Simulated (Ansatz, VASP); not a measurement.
## Si: VASP beside Ansatz

```
CELL_PARAMETERS angstrom
-1.51451 1.51451 1.51451
1.51451 -1.51451 1.51451
1.51451 1.51451 -1.51451
ATOMIC_POSITIONS crystal
Si 0.00000 0.00000 0.00000
```

Alike in both runs: functional PBE; dispersion D3(BJ); k mesh 20 × 20 × 20; occupations gaussian, width 0.1 eV; no spin polarisation.

Ansatz relaxed the structure, and its values are those at the end. VASP's run is a single point on that final structure, the one shown.

|  | VASP | Ansatz |
| --- | --- | --- |
| version | VASP 6.6.1 | Ansatz 0.2.0 |
| potentials or method | VASP PAW PBE potentials, release 64 (Si), cutoff 520 eV | scalar-relativistic, plane waves, PAW |
| valence electrons in the cell | 4 | 4 |

```csv
,VASP,Ansatz,Ansatz less VASP
gap on the k mesh at the Fermi level (eV),none,none,-
pressure (GPa),0.0,0.0,+0.03
```

A gap of «none» marks a metal or a gap that the smearing closes.
